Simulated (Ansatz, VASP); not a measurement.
One calculation of Zn2Sn5N, two programs

Contents of INCAR:

```
SYSTEM = Zn2Sn5N
ALGO = Normal
EDIFF = 1E-6
EDIFFG = -0.08
ENCUT = 600
GGA = PE
IBRION = 2
ISIF = 3
ISMEAR = 0
LASPH = .TRUE.
LCHARG = .FALSE.
LREAL = .FALSE.
LWAVE = .FALSE.
NELM = 100
NSW = 36
PREC = Accurate
SIGMA = 0.2
```

Contents of KPOINTS:

```
k-points
0
G
  6 6 1
  0 0 0
```

The input POSCAR:

```
Zn2Sn5N
1.0
    3.3000000000      0.0000000000      0.0000000000
   -1.6500000000      2.8578838300      0.0000000000
    0.0000000000      0.0000000000     18.1500000000
Zn Sn N
2 5 1
Direct
    0.3333333300      0.6666666700      0.0550000000
    0.6666666700      0.3333333300      0.9450000000
    0.6666666700      0.3333333300      0.6480000000
    0.0000000000      0.0000000000      0.5000000000
    0.3333333300      0.6666666700      0.3520000000
    0.6666666700      0.3333333300      0.2040000000
    0.3333333300      0.6666666700      0.7960000000
    0.0000000000      0.0000000000      0.0000000000
```

Input for Ansatz:

```yaml
crystal:
  lattice:
    - [3.3, 0.0, 0.0]
    - [-1.65, 2.85788383, 0.0]
    - [0.0, 0.0, 18.15]
  atoms:
    - { symbol: Zn, position: [0.33333333, 0.66666667, 0.055] }
    - { symbol: Zn, position: [0.66666667, 0.33333333, 0.945] }
    - { symbol: Sn, position: [0.66666667, 0.33333333, 0.648] }
    - { symbol: Sn, position: [0.0, 0.0, 0.5] }
    - { symbol: Sn, position: [0.33333333, 0.66666667, 0.352] }
    - { symbol: Sn, position: [0.66666667, 0.33333333, 0.204] }
    - { symbol: Sn, position: [0.33333333, 0.66666667, 0.796] }
    - { symbol: "N", position: [0.0, 0.0, 0.0] }
basis:
  ecutwfc: 420
kpoints:
  mp_grid: { grid: [6, 6, 1] }
hamiltonian:
  xc: pbe
scf:
  occupations: { method: gaussian, width: 0.2 }
  lower_state_search: "off"
output:
  forces: true
  stress: true
  eigenvalues: true
relax:
  adjacent_minimum: "off"
  f_tol: 0.08
  max_steps: 16
  cell: { stress_tol: 0.8 }
```

Alike in both runs: task relaxation of cell and atoms; functional PBE; k mesh 6 × 6 × 1; occupations gaussian, width 0.2 eV; no spin polarisation.

|  | VASP | Ansatz |
| --- | --- | --- |
| version | VASP 6.6.1 | Ansatz 0.2.0 |
| potentials or method | VASP PAW PBE potentials, release 64 (Zn, Sn_d, N), cutoff 600 eV | scalar-relativistic, plane waves, PAW |
| valence electrons in the cell | 99 | 99 |

```tsv
	VASP	Ansatz	Ansatz less VASP
gap on the k mesh at the Fermi level, each at its own relaxed structure (eV)	none	none	-
relaxed volume (Å³/atom)	21.86	21.69	-0.169
relaxed length of the cell vector where the two differ most in proportion (Å)	17.484	17.420	-0.0641
```

A gap of «none» marks a metal or a gap that the smearing closes.

The k mesh is coarse, so the values compare programs but aren't converged.
